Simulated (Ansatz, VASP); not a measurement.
**One calculation of Rb2BaS2, two programs**

```xyz
5
Lattice="4.9486 0.0000 0.0000 -2.4743 4.2856 0.0000 0.0000 0.0000 8.4774" Properties=species:S:1:pos:R:3 pbc="T T T"
Rb    2.4743    1.4285    3.0906
Rb    0.0000    2.8571    5.3867
Ba    0.0000    0.0000    0.0000
S     2.4743    1.4285    6.7747
S     0.0000    2.8571    1.7026
```

Change from the starting cell: species swapped into the SrAl2Si2 type (P-3m1, No. 164).

Alike in both runs: functional PBE; k mesh 6 × 6 × 2; occupations gaussian, width 0.1 eV; no spin polarisation.

Ansatz relaxed the structure, and its values are those at the end. VASP's run is a single point on that final structure, the one shown.

|  | VASP | Ansatz |
| --- | --- | --- |
| version | VASP 6.6.1 | Ansatz 0.2.0 |
| potentials or method | VASP PAW PBE potentials, release 64 (Rb_sv, Ba_sv, S), cutoff 520 eV | scalar-relativistic, plane waves, PAW |
| valence electrons in the cell | 40 | 40 |

|  | VASP | Ansatz | Ansatz less VASP |
| --- | --- | --- | --- |
| gap on the k mesh at the Fermi level (eV) | 2.35 | 2.37 | +0.017 |
| least direct gap on the mesh (eV) | 2.51 | 2.54 | +0.025 |
| pressure (GPa) | 0.3 | 0.1 | -0.20 |
| rms of the force components (eV/Å) | 0.006 | 0.014 | +0.0081 |

The functional is the same, so the differences come from potentials, cutoffs and numerics.

Neither program's run includes spin-orbit coupling.
